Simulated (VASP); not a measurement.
# Cs (P4/mmm) in VASP: single point with PBE

Aim: the single point of Cs with PBE.

All numbers are computed with VASP 6.6.1; they aren't measurements. Logs are shortened: lines on timing, memory, paths and dates and some standing lists are left out, and cuts for length are marked.

### Step 1. The cell of the first run

It takes space group P4/mmm (No. 123, tetragonal). Conventional cell: a = 10.077 Å, b = 10.077 Å, c = 4.544 Å, α = 90.00°, β = 90.00°, γ = 90.00°.

The cell was built from a structure type or drawn by symmetry, and may not be a known phase.

### Step 2. Single point, PBE

File INCAR:

```
  PREC = Accurate
  ENCUT = 520
  EDIFF = 1E-7
  ISMEAR = 0
  SIGMA = 0.1
  LREAL = False
  LASPH = True
  NELM = 60
  ALGO = Fast
  ISIF = 2
  LWAVE = False
  LCHARG = False
  GGA = PE
  NBANDS = 26
```

File KPOINTS:

```
Automatic mesh
0
Gamma
  2 2 4
```

File POSCAR:

```
Cs
1.0
   10.0771731500      0.0000000000      0.0000000000
    0.0000000000     10.0771731500      0.0000000000
    0.0000000000      0.0000000000      4.5439089700
Cs
4
Direct
    0.7410428400      0.2589571600      0.5000000000
    0.2589571600      0.7410428400      0.5000000000
    0.7410428400      0.7410428400      0.5000000000
    0.2589571600      0.2589571600      0.5000000000
```

Potentials or basis: VASP PAW PBE potentials, release 64 (Cs_sv).

Started as:

```
cat potpaw_PBE.64/Cs_sv/POTCAR > POTCAR
mpirun -np 1 vasp_std > vasp.out
```

OUTCAR:

```text
PREC = Accurate
   ENCUT = 520
   EDIFF = 1E-7
   ISMEAR = 0
   LREAL = False
   LASPH = True
   NELM = 60
   ISIF = 2
   GGA = PE

 ion  position               nearest neighbor table
   1  0.741  0.259  0.500-
   2  0.259  0.741  0.500-
   3  0.741  0.741  0.500-
   4  0.259  0.259  0.500-

  LATTYP: Found a simple tetragonal cell.
 ALAT       =    10.0771731500
 C/A-ratio  =     0.4509110742

  Lattice vectors:

 A1 = (  10.0771731500,   0.0000000000,   0.0000000000)
 A2 = (   0.0000000000,  10.0771731500,   0.0000000000)
 A3 = (   0.0000000000,   0.0000000000,   4.5439089700)

Analysis of symmetry for initial positions (statically):
=====================================================================
 Subroutine PRICEL returns:
 Original cell was already a primitive cell.

 Routine SETGRP: Setting up the symmetry group for a
 simple tetragonal supercell.

 Subroutine GETGRP returns: Found 16 space group operations
 (whereof 16 operations were pure point group operations)
 out of a pool of 16 trial point group operations.

The static configuration has the point symmetry D_4h.

Analysis of symmetry for dynamics (positions and initial velocities):
=====================================================================
 Subroutine PRICEL returns:
 Original cell was already a primitive cell.

 Routine SETGRP: Setting up the symmetry group for a
 simple tetragonal supercell.

 Subroutine GETGRP returns: Found 16 space group operations
 (whereof 16 operations were pure point group operations)
 out of a pool of 16 trial point group operations.

The dynamic configuration has the point symmetry D_4h.

 Subroutine INISYM returns: Found 16 space group operations
 (whereof 16 operations are pure point group operations),
 and found     1 'primitive' translations

----------------------------------------------------------------------------------------

                                     Primitive cell

  volume of cell :     461.4313

  direct lattice vectors                    reciprocal lattice vectors
    10.077173150  0.000000000  0.000000000     0.099234179  0.000000000  0.000000000
     0.000000000 10.077173150  0.000000000     0.000000000  0.099234179  0.000000000
     0.000000000  0.000000000  4.543908970     0.000000000  0.000000000  0.220074831

  length of vectors
    10.077173150 10.077173150  4.543908970     0.099234179  0.099234179  0.220074831

  position of ions in fractional coordinates (direct lattice)
     0.741042840  0.258957160  0.500000000
     0.258957160  0.741042840  0.500000000
     0.741042840  0.741042840  0.500000000
     0.258957160  0.258957160  0.500000000

  ion indices of the primitive-cell ions
   primitive index   ion index
                 1           1
                 2           2
                 3           3
                 4           4

----------------------------------------------------------------------------------------

 KPOINTS: Automatic mesh

Automatic generation of k-mesh.
 Grid dimensions read from file:
 generate k-points for:    2    2    4

 Generating k-lattice:

  Cartesian coordinates                     Fractional coordinates (reciprocal lattice)
     0.049617089  0.000000000  0.000000000     0.500000000  0.000000000  0.000000000
     0.000000000  0.049617089  0.000000000     0.000000000  0.500000000  0.000000000
     0.000000000  0.000000000  0.055018708     0.000000000  0.000000000  0.250000000

  Length of vectors
     0.049617089  0.049617089  0.055018708

  Shift w.r.t. Gamma in fractional coordinates (k-lattice)
     0.000000000  0.000000000  0.000000000

 Subroutine IBZKPT returns following result:
 ===========================================

 Found      9 irreducible k-points:

 Following reciprocal coordinates:
            Coordinates               Weight
  0.000000  0.000000  0.000000      1.000000
  0.500000  0.000000  0.000000      2.000000
  0.500000  0.500000  0.000000      1.000000
  0.000000  0.000000  0.250000      2.000000
  0.500000  0.000000  0.250000      4.000000
  0.500000  0.500000  0.250000      2.000000
  0.000000  0.000000  0.500000      1.000000
  0.500000  0.000000  0.500000      2.000000
  0.500000  0.500000  0.500000      1.000000
   k-points           NKPTS =      9   k-points in BZ     NKDIM =      9   number of bands    NBANDS=     26
   number of dos      NEDOS =    301   number of ions     NIONS =      4
   total plane-waves  NPLWV = 230400
   dimension x,y,z NGX =    80 NGY =   80 NGZ =   36
   dimension x,y,z NGXF=   160 NGYF=  160 NGZF=   72
   ions per type =               4
   NGX,Y,Z   is equivalent  to a cutoff of  13.20, 13.20, 13.17 a.u.
   NGXF,Y,Z  is equivalent  to a cutoff of  26.40, 26.40, 26.34 a.u.
 SYSTEM =  unknown system
   PREC   = accura    normal or accurate (medium, high low for compatibility)
   ISTART =      0    job   : 0-new  1-cont  2-samecut
   ICHARG =      2    charge: 1-file 2-atom 10-const
   ISPIN  =      1    spin polarized calculation?
   LNONCOLLINEAR =      F non collinear calculations
   LSORBIT =      F    spin-orbit coupling
   LASPH  =      T    aspherical Exc in radial PAW
   ENCUT  =  520.0 eV  38.22 Ry    6.18 a.u.  18.74 18.74  8.45*2*pi/ulx,y,z
   NELM   =     60;   NELMIN=  2; NELMDL= -5     # of ELM steps
   EDIFF  = 0.1E-06   stopping-criterion for ELM
   LREAL  =      F    real-space projection
   EDIFFG = 0.1E-05   stopping-criterion for IOM
   NSW    =      0    number of steps for IOM
   IBRION =     -1    ionic relax: 0-MD 1-quasi-New 2-CG
   NFREE  =      0    steps in history (QN), initial steepest desc. (CG)
   ISIF   =      2    stress and relaxation
   ISYM   =      2    0-nonsym 1-usesym 2-fastsym
   POTIM  = 0.5000    time-step for ionic-motion
   TEBEG  =    0.0;   TEEND  =   0.0 temperature during run
   PSTRESS=    0.0 pullay stress
   NELECT =      36.0000    total number of electrons
   NUPDOWN=      -1.0000    fix difference up-down
   EMIN   =  10.00;   EMAX   =-10.00  energy-range for DOS
   EFERMI =   0.00;   METHOD = LEGACY
   ISMEAR =     0;   SIGMA  =   0.10  broadening in eV -4-tet -1-fermi 0-gaus
   EFERMI_NEDOS =   21; number of points for ismear=-14 and -15
   IALGO  =     68    algorithm
   IMIX   =      4    mixing-type and parameters
     AMIX     =   0.40;   BMIX     =  1.00
     AMIX_MAG =   1.60;   BMIX_MAG =  1.00
  volume/ion in A,a.u.               =     115.36       778.47
  Fermi-wavevector in a.u.,A,eV,Ry     =   0.699530  1.321921  6.657914  0.489343
  Thomas-Fermi vector in A             =   1.783435
   LORBIT       =      0    0 simple, 1 ext, 2 COOP (PROOUT), +10 PAW based schemes
   GGA     = PE    functional components
   LHFCALC =     F    Hartree Fock is set to
   AEXX    =    0.0000 exact exchange contribution
   IVDW    =     0    specifies the selected vdW correction
   LEPSILON=     F    determine dielectric tensor
   LRPA    =     F    only Hartree local field effects (RPA)
 non-spin polarized calculation
 RMM-DIIS sequential band-by-band and
 Gauss-broadening in eV      SIGMA  =   0.10
  energy-cutoff  :      520.00
  volume of cell :      461.43
 maximum number of plane-waves:     12501
 NGX is ok and might be reduce to    80
   NGX = 37   NGY = 37   NGZ = 17

 number of electron      36.0000001 magnetization

 Free energy of the ion-electron system (eV)
  ---------------------------------------------------
  ext. energy  EPLUGINS =         0.00000000
  ---------------------------------------------------
  free energy    TOTEN  =        -2.96763983 eV

  energy without entropy =       -2.94452939  energy(sigma->0) =       -2.95608461

 E-fermi :   0.6569     XC(G=0):  -5.3821

 val. band max:        0.6541036940   @ k =   0.5000   0.0000   0.0000
 cond. band min:       0.7148113391   @ k =   0.0000   0.0000   0.0000
 fundamental gap:      0.0607076451
 Fermi energy:         0.6569045302

 k-point     1 :       0.0000    0.0000    0.0000
  band No.  band energies     occupation
      1     -23.5660      2.00000
      2     -23.5591      2.00000
      3     -23.5591      2.00000
      4     -23.5524      2.00000
      5     -10.4617      2.00000
      6     -10.4612      2.00000
[... 18 lines left out ...]
     25       1.8034      0.00000
     26       2.1254      0.00000

 k-point     2 :       0.5000    0.0000    0.0000
  band No.  band energies     occupation
      1     -23.5640      2.00000
      2     -23.5610      2.00000
      3     -23.5572      2.00000
      4     -23.5542      2.00000
      5     -10.4543      2.00000
      6     -10.4470      2.00000
[... 18 lines left out ...]
     25       1.9055      0.00000
     26       1.9796      0.00000

 k-point     3 :       0.5000    0.5000    0.0000
  band No.  band energies     occupation
      1     -23.5621      2.00000
      2     -23.5591      2.00000
      3     -23.5591      2.00000
      4     -23.5561      2.00000
      5     -10.4021      2.00000
      6     -10.3981      2.00000
[... 18 lines left out ...]
     25       2.0343      0.00000
     26       2.0449      0.00000

 k-point     4 :       0.0000    0.0000    0.2500
  band No.  band energies     occupation
      1     -23.5547      2.00000
      2     -23.5480      2.00000
      3     -23.5480      2.00000
      4     -23.5414      2.00000
      5     -10.4358      2.00000
      6     -10.4354      2.00000
[... 18 lines left out ...]
     25       2.0027      0.00000
     26       2.1131      0.00000

 k-point     5 :       0.5000    0.0000    0.2500
  band No.  band energies     occupation
      1     -23.5528      2.00000
      2     -23.5498      2.00000
      3     -23.5461      2.00000
      4     -23.5432      2.00000
      5     -10.4289      2.00000
      6     -10.4220      2.00000
[... 18 lines left out ...]
     25       2.2173      0.00000
     26       2.3567      0.00000

 k-point     6 :       0.5000    0.5000    0.2500
  band No.  band energies     occupation
      1     -23.5510      2.00000
      2     -23.5480      2.00000
      3     -23.5480      2.00000
      4     -23.5450      2.00000
      5     -10.3988      2.00000
      6     -10.3920      2.00000
[... 18 lines left out ...]
     25       2.3030      0.00000
     26       2.3916      0.00000

 k-point     7 :       0.0000    0.0000    0.5000
  band No.  band energies     occupation
      1     -23.5433      2.00000
      2     -23.5368      2.00000
      3     -23.5368      2.00000
      4     -23.5303      2.00000
      5     -10.5925      2.00000
      6     -10.5697      2.00000
[... 18 lines left out ...]
     25       1.8463      0.00000
     26       2.3804      0.00000

 k-point     8 :       0.5000    0.0000    0.5000
  band No.  band energies     occupation
      1     -23.5415      2.00000
      2     -23.5386      2.00000
      3     -23.5350      2.00000
      4     -23.5320      2.00000
      5     -10.5850      2.00000
      6     -10.5773      2.00000
[... 18 lines left out ...]
     25       2.0961      0.00000
     26       2.2256      0.00000

 k-point     9 :       0.5000    0.5000    0.5000
  band No.  band energies     occupation
      1     -23.5397      2.00000
      2     -23.5368      2.00000
      3     -23.5368      2.00000
      4     -23.5339      2.00000
      5     -10.5777      2.00000
      6     -10.5701      2.00000
[... 18 lines left out ...]
     25       1.8384      0.00000
     26       1.9794      0.00000

------------------------ aborting loop because EDIFF is reached ----------------------------------------

  FORCE on cell =-STRESS in cart. coord.  units (eV):
  Direction    XX          YY          ZZ          XY          YZ          ZX
  --------------------------------------------------------------------------------------
  -------------------------------------------------------------------------------------
  Total       -0.0777615     -0.0777615      1.9625286      0.0000000      0.0000000      0.0000000
  in kB       -0.2700028     -0.2700028      6.8142728      0.0000000      0.0000000      0.0000000
  external PRESSURE =       2.0914224 kB  Pullay stress =       0.0000000 kB

 VOLUME and BASIS-vectors are now :
 -----------------------------------------------------------------------------
  energy-cutoff  :      520.00
  volume of cell :      461.43
      direct lattice vectors                 reciprocal lattice vectors
    10.077173150  0.000000000  0.000000000     0.099234179  0.000000000  0.000000000
     0.000000000 10.077173150  0.000000000     0.000000000  0.099234179  0.000000000
     0.000000000  0.000000000  4.543908970     0.000000000  0.000000000  0.220074831

 POSITION                                       TOTAL-FORCE (eV/Angst)
 -----------------------------------------------------------------------------------
      7.46762      2.60956      2.27195         0.055609     -0.055609     -0.000000
      2.60956      7.46762      2.27195        -0.055609      0.055609      0.000000
      7.46762      7.46762      2.27195         0.055609      0.055609      0.000000
      2.60956      2.60956      2.27195        -0.055609     -0.055609      0.000000
 -----------------------------------------------------------------------------------
    total drift:                                0.000000      0.000000      0.000000

  FREE ENERGIE OF THE ION-ELECTRON SYSTEM (eV)
  ---------------------------------------------------
  free  energy   TOTEN  =        -2.9676398276 eV

  energy  without entropy=       -2.9445293889  energy(sigma->0) =       -2.95608461
```

Wall time 3.2 min (1 thread of Intel Xeon 6975P-C (Granite Rapids), shared host); peak memory 0.52 GiB.

What came out:

- Free energy: -2.9676 eV
- Pressure: 0.2 GPa
- Largest force: 0.079 eV/Å
- Band gap on the k mesh: zero (bands 18 and 19 overlap by 1.30 eV)

Forces on the atoms (eV/Å):
```
Cs   0.056 -0.056  0.000
Cs  -0.056  0.056  0.000
Cs   0.056  0.056  0.000
Cs  -0.056 -0.056  0.000
```

Caveat: spin-orbit coupling is left out, which moves the levels of the heavy elements.
